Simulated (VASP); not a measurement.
# ZrS (Immm) in VASP: single point with PBEsol

Aim: the single point of ZrS with PBEsol.

All numbers are computed with VASP 6.6.1; they aren't measurements. Logs are shortened: lines on timing, memory, paths and dates and some standing lists are left out, and cuts for length are marked.

**1. The cell of the first run**

The structure is orthorhombic, space group Immm (No. 71). Conventional cell: a = 3.635 Å, b = 3.671 Å, c = 5.166 Å, α = 90.00°, β = 90.00°, γ = 90.00°. Within 3.4 Å of Zr (site symmetry mmm) lie 6 S at 2.58 Å. Within 3.4 Å of S (site symmetry mmm) lie 6 Zr at 2.58 Å.

**2. Single point, PBEsol**

Contents of INCAR:

```
SYSTEM = ZrS
ALGO     = Normal         ! electronic algorithm
EDIFF    = 1E-6           ! SCF threshold, eV
ENCUT    = 500            ! plane-wave cutoff, eV
GGA      = PS             ! functional
GGA_COMPAT= .FALSE.      
ISIF     = 2              ! what is computed and relaxed
ISMEAR   = 0              ! smearing method
LASPH    = .TRUE.         ! aspherical terms in the spheres
LCHARG   = .TRUE.         ! write CHGCAR
LELF     = .TRUE.         ! ELF
LREAL    = .FALSE.        ! projectors in reciprocal space
LVHAR    = .TRUE.       
LWAVE    = .FALSE.        ! write WAVECAR
NBANDS   = 16             ! bands
NELM     = 120            ! most SCF steps
PREC     = Accurate       ! precision mode
SIGMA    = 0.15           ! smearing width, eV
```

Contents of KPOINTS:

```
k-points
0
G
  20 20 20
  0 0 0
```

Contents of POSCAR:

```
ZrS
1.0
    0.0000000000      2.5701599732      2.5701599732
    2.5830753500     -0.0129153768      2.5830753500
    2.5830753500      2.5830753500     -0.0129153768
Zr S
1 1
Direct
    0.0000000000      0.0000000000      0.0000000000
    0.5000000000      0.5000000000      0.5000000000
```

Potentials or basis: VASP PAW PBE potentials, release 64 (Zr_sv, S).

On the command line:

```sh
cat potpaw_PBE.64/Zr_sv/POTCAR potpaw_PBE.64/S/POTCAR > POTCAR
mpirun -np 1 vasp_std > vasp.out
```

OUTCAR:

```text
SYSTEM = ZrS
   EDIFF = 1E-6
   ENCUT = 500
   GGA = PS
   ISIF = 2
   ISMEAR = 0
   LASPH = .TRUE.
   LREAL = .FALSE.
   NELM = 120
   PREC = Accurate

 ion  position               nearest neighbor table
   1  0.000  0.000  0.000-   2 2.58   2 2.58   2 2.58   2 2.58   2 2.58   2 2.58
   2  0.500  0.500  0.500-   1 2.58   1 2.58   1 2.58   1 2.58   1 2.58   1 2.58

  LATTYP: Found a body centered orthorhombic cell.
 ALAT       =     3.6347550916
 B/A-ratio  =     1.0100502513
 C/A-ratio  =     1.4213201632

  Lattice vectors:

 A1 = (  -2.5830753500,   0.0129153768,  -2.5830753500)
 A2 = (  -2.5830753500,  -0.0129153768,   2.5830753500)
 A3 = (   2.5830753500,   2.5830753500,  -0.0129153768)

Analysis of symmetry for initial positions (statically):
=====================================================================
 Subroutine PRICEL returns:
 Original cell was already a primitive cell.

 Routine SETGRP: Setting up the symmetry group for a
 body centered orthorhombic supercell.

 Subroutine GETGRP returns: Found  8 space group operations
 (whereof  8 operations were pure point group operations)
 out of a pool of  8 trial point group operations.

The static configuration has the point symmetry D_2h.

Analysis of symmetry for dynamics (positions and initial velocities):
=====================================================================
 Subroutine PRICEL returns:
 Original cell was already a primitive cell.

 Routine SETGRP: Setting up the symmetry group for a
 body centered orthorhombic supercell.

 Subroutine GETGRP returns: Found  8 space group operations
 (whereof  8 operations were pure point group operations)
 out of a pool of  8 trial point group operations.

The dynamic configuration has the point symmetry D_2h.

 Subroutine INISYM returns: Found  8 space group operations
 (whereof  8 operations are pure point group operations),
 and found     1 'primitive' translations

----------------------------------------------------------------------------------------

                                     Primitive cell

  volume of cell :      34.4691

  direct lattice vectors                    reciprocal lattice vectors
     0.000000000  2.570159973  2.570159973    -0.193567718  0.194540420  0.194540420
     2.583075350 -0.012915377  2.583075350     0.193567718 -0.192604694  0.192604694
     2.583075350  2.583075350 -0.012915377     0.193567718  0.192604694 -0.192604694

  length of vectors
     3.634755092  3.653043024  3.653043024     0.336393239  0.334158043  0.334158043

[... 80 lines left out ...]
   EDIFF  = 0.1E-05   stopping-criterion for ELM
   LREAL  =      F    real-space projection
   EDIFFG = 0.1E-04   stopping-criterion for IOM
   NSW    =      0    number of steps for IOM
   IBRION =     -1    ionic relax: 0-MD 1-quasi-New 2-CG
   NFREE  =      0    steps in history (QN), initial steepest desc. (CG)
   ISIF   =      2    stress and relaxation
   ISYM   =      2    0-nonsym 1-usesym 2-fastsym
   POTIM  = 0.5000    time-step for ionic-motion
   TEBEG  =    0.0;   TEEND  =   0.0 temperature during run
   PSTRESS=    0.0 pullay stress
   NELECT =      18.0000    total number of electrons
   NUPDOWN=      -1.0000    fix difference up-down
   EMIN   =  10.00;   EMAX   =-10.00  energy-range for DOS
   EFERMI =   0.00;   METHOD = LEGACY
   ISMEAR =     0;   SIGMA  =   0.15  broadening in eV -4-tet -1-fermi 0-gaus
   EFERMI_NEDOS =   21; number of points for ismear=-14 and -15
   IALGO  =     38    algorithm
   IMIX   =      4    mixing-type and parameters
     AMIX     =   0.40;   BMIX     =  1.00
     AMIX_MAG =   1.60;   BMIX_MAG =  1.00
  volume/ion in A,a.u.               =      17.23       116.30
  Fermi-wavevector in a.u.,A,eV,Ry     =   1.318324  2.491271 23.646634  1.737979
  Thomas-Fermi vector in A             =   2.448302
   LORBIT       =      0    0 simple, 1 ext, 2 COOP (PROOUT), +10 PAW based schemes
   GGA     = PS    functional components
   LHFCALC =     F    Hartree Fock is set to
   AEXX    =    0.0000 exact exchange contribution
   IVDW    =     0    specifies the selected vdW correction
   LEPSILON=     F    determine dielectric tensor
   LRPA    =     F    only Hartree local field effects (RPA)
 non-spin polarized calculation
 Gauss-broadening in eV      SIGMA  =   0.15
  energy-cutoff  :      500.00
  volume of cell :       34.47
 maximum number of plane-waves:       900
   NGX = 13   NGY = 13   NGZ = 13

 number of electron      17.9999999 magnetization

 Free energy of the ion-electron system (eV)
  ---------------------------------------------------
  ext. energy  EPLUGINS =         0.00000000
  ---------------------------------------------------
  free energy    TOTEN  =       -16.51884232 eV

  energy without entropy =      -16.50539299  energy(sigma->0) =      -16.51211765

 E-fermi :  11.2004     XC(G=0): -11.6944

 val. band max:       11.1917776985   @ k =  -0.0500   0.4500   0.1000
 cond. band min:      11.2008574539   @ k =  -0.3500   0.3500   0.2500
 fundamental gap:      0.0090797554
 Fermi energy:        11.2004398556

 k-point     1 :       0.0000    0.0000    0.0000
  band No.  band energies     occupation
      1     -38.5680      2.00000
      2     -16.5740      2.00000
      3     -16.5671      2.00000
      4     -16.5601      2.00000
      5      -4.8299      2.00000
      6       7.6614      2.00000
[... 433 lines left out ...]
      3     -16.6164      2.00000
      4     -16.6011      2.00000
      5      -3.2353      2.00000
      6       3.2295      2.00000
[... 8 lines left out ...]
     15      18.0455      0.00000
     16      18.2118      0.00000

 [... further k-points ...]

------------------------ aborting loop because EDIFF is reached ----------------------------------------

  FORCE on cell =-STRESS in cart. coord.  units (eV):
  Direction    XX          YY          ZZ          XY          YZ          ZX
  --------------------------------------------------------------------------------------
  -------------------------------------------------------------------------------------
  Total        0.0485910      0.0490080      0.0490080      0.0000000      0.0637118      0.0000000
  in kB        2.2585808      2.2779653      2.2779653      0.0000000      2.9614199      0.0000000
  external PRESSURE =       2.2715038 kB  Pullay stress =       0.0000000 kB

 VOLUME and BASIS-vectors are now :
 -----------------------------------------------------------------------------
  energy-cutoff  :      500.00
  volume of cell :       34.47
      direct lattice vectors                 reciprocal lattice vectors
     0.000000000  2.570159973  2.570159973    -0.193567718  0.194540420  0.194540420
     2.583075350 -0.012915377  2.583075350     0.193567718 -0.192604694  0.192604694
     2.583075350  2.583075350 -0.012915377     0.193567718  0.192604694 -0.192604694

 POSITION                                       TOTAL-FORCE (eV/Angst)
 -----------------------------------------------------------------------------------
      0.00000      0.00000      0.00000         0.000000      0.000000      0.000000
      2.58308      2.57016      2.57016        -0.000000     -0.000000     -0.000000
 -----------------------------------------------------------------------------------
    total drift:                                0.000000      0.000000      0.000000

  FREE ENERGIE OF THE ION-ELECTRON SYSTEM (eV)
  ---------------------------------------------------
  free  energy   TOTEN  =       -16.5188423184 eV

  energy  without entropy=      -16.5053929866  energy(sigma->0) =      -16.51211765
```

OSZICAR:

```text
N       E                     dE             d eps       ncg     rms          rms(c)
DAV:   1     0.118559685497E+03    0.11856E+03   -0.94003E+03 37328   0.107E+03
DAV:   2    -0.123951045097E+02   -0.13095E+03   -0.12618E+03 49240   0.279E+02
DAV:   3    -0.173252815949E+02   -0.49302E+01   -0.48967E+01 57880   0.480E+01
DAV:   4    -0.174081455451E+02   -0.82864E-01   -0.82830E-01 47336   0.568E+00
DAV:   5    -0.174097701610E+02   -0.16246E-02   -0.16246E-02 55200   0.617E-01    0.171E+01
DAV:   6    -0.165599810937E+02    0.84979E+00   -0.18020E+00 47320   0.953E+00    0.782E+00
DAV:   7    -0.165245189173E+02    0.35462E-01   -0.19337E-01 54336   0.288E+00    0.302E+00
DAV:   8    -0.165194665740E+02    0.50523E-02   -0.28247E-02 44320   0.111E+00    0.416E-01
DAV:   9    -0.165189734219E+02    0.49315E-03   -0.42794E-03 44728   0.392E-01    0.179E-01
DAV:  10    -0.165188626347E+02    0.11079E-03   -0.50731E-04 46992   0.217E-01    0.583E-02
DAV:  11    -0.165188427462E+02    0.19889E-04   -0.67843E-05 48376   0.518E-02    0.334E-02
DAV:  12    -0.165188423184E+02    0.42774E-06   -0.33010E-06 48344   0.120E-02
   1 F= -.16518842E+02 E0= -.16512118E+02  d E =-.134493E-01
```

stdout:

```text
POSCAR found type information on POSCAR ZrS
 POSCAR found :  2 types and       2 ions
 scaLAPACK will be used
 -----------------------------------------------------------------------------
|                                                                             |
|                                                                             |
|     You enforced a specific xc type in the INCAR file but a different       |
|     I HOPE YOU KNOW WHAT YOU ARE DOING!                                     |
|                                                                             |
 -----------------------------------------------------------------------------

 LDA part: xc-table for (Slater+PW92), standard interpolation
 POSCAR, INCAR and KPOINTS ok, starting setup
 FFT: planning ... GRIDC
 FFT: planning ... GRID_SOFT
 FFT: planning ... GRID
 WAVECAR not read
 entering main loop
```

Run time: 13 min. Hardware: 1 thread of Oxide Virtual Turin-like, shared host; peak memory 0.62 GiB.

Results:

| Quantity | Value |
| --- | --- |
| Free energy | -16.5188 eV |
| Pressure | 0.2 GPa |
| Band gap on the k mesh | zero (bands 9 and 10 overlap by 3.03 eV) |

Levels at points of the mesh, in eV from the Fermi level:
| k point | band 6 | band 7 | band 8 | band 9 | band 10 | band 11 | band 12 | band 13 |
| --- | --- | --- | --- | --- | --- | --- | --- | --- |
| (0.00, 0.00, 0.00) | -3.54 | -3.51 | -3.48 | -1.51 | -1.46 | -1.40 | -0.73 | -0.73 |
| (0.50, 0.00, 0.00) | -8.26 | -6.19 | -6.14 | 1.57 | 1.63 | 1.92 | 1.99 | 5.88 |
| (0.00, 0.50, 0.00) | -8.26 | -6.15 | -6.09 | 1.53 | 1.61 | 1.94 | 1.95 | 5.91 |
| (0.50, 0.50, 0.00) | -6.32 | -4.47 | -4.47 | -3.68 | 0.54 | 2.55 | 2.56 | 3.04 |
| (0.00, 0.50, 0.50) | -6.32 | -4.51 | -4.43 | -3.68 | 0.54 | 2.56 | 2.56 | 3.02 |

Caveat: the PAW data sets were made with another functional, which shifts forces and pressure a little.
